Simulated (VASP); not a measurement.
CsPbBr3: single point with PBE

Crystal: CsPbBr3.

```
Cs Pb Br
1.0
     5.85340    0.00000    0.00000
     0.00000    5.85340    0.00000
     0.00000    0.00000    5.85340
Cs Pb Br
1 1 3
Direct
  0.00000 0.00000 0.00000
  0.50000 0.50000 0.50000
  0.00000 0.50000 0.50000
  0.50000 0.00000 0.50000
  0.50000 0.50000 0.00000
```

* Program: VASP 6.6.1
* Task: single point
* Functional: PBE
* Potentials or basis: VASP PAW PBE potentials, release 64 (Cs_sv, Pb_d, Br)
* Cutoff: 520 eV
* k mesh: 4 × 4 × 4
* Occupations: gaussian, width 0.1 eV
* Spin: no spin polarisation

The pressure is 1.8 GPa and the band gap on the k mesh is 1.49 eV.

Levels at points of the mesh, in eV from the valence-band top:
```
           k point  band 20  band 21  band 22  band 23  band 24  band 25
(0.00, 0.00, 0.00)    -2.12    -2.12    -2.12     2.95     4.02     4.02
(0.50, 0.00, 0.00)    -2.23    -2.23    -1.48     2.55     4.40     5.02
(0.50, 0.50, 0.00)    -2.34    -1.76    -0.72     2.05     2.05     4.86
(0.50, 0.50, 0.50)    -1.75    -1.75     0.00     1.49     1.49     1.49
```

It took 60 s on 1 thread of Oxide Virtual Turin-like Processor, with other jobs on the host, peak memory 0.31 GiB.

Caveat: spin-orbit coupling is left out, which moves the levels of the heavy elements. A k mesh can miss the band edges.
